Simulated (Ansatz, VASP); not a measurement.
**Two plane-wave programs on Te**

```xyz
4
Lattice="4.9347 0.0000 0.0000 -2.4674 4.2736 0.0000 0.0000 0.0000 10.4401" Properties=species:S:1:pos:R:3 pbc="T T T"
Te    0.0000    2.8491    4.8266
Te    2.4674    1.4245   10.0466
Te    2.4674    1.4245    5.6135
Te    0.0000    2.8491    0.3934
```

Alike in both runs: functional PBE; k mesh 6 × 6 × 2; occupations gaussian, width 0.1 eV; no spin polarisation.

Ansatz relaxed the structure, and its values are those at the end. VASP's run is a single point on that final structure, the one shown.

|  | VASP | Ansatz |
| --- | --- | --- |
| version | VASP 6.6.1 | Ansatz 0.2.0 |
| potentials or method | VASP PAW PBE potentials, release 64 (Te), cutoff 520 eV | scalar-relativistic, plane waves, PAW |
| valence electrons in the cell | 24 | 64 |

Ansatz gave:

| Quantity | Value |
| --- | --- |
| gap on the k mesh at the Fermi level (eV) | none |
| pressure (GPa) | 0.1 |
| rms of the force components (eV/Å) | 0.011 |

Question: What did VASP give for the same quantities?

Answer: gap on the k mesh at the Fermi level (eV): none; pressure (GPa): 0.1; rms of the force components (eV/Å): 0.009.

A gap of «none» marks a metal or a gap that the smearing closes. VASP's potentials hold 24 valence electrons a cell and Ansatz's 64, so a difference there can come from the potentials and not from the codes.

Spin-orbit coupling is off throughout.
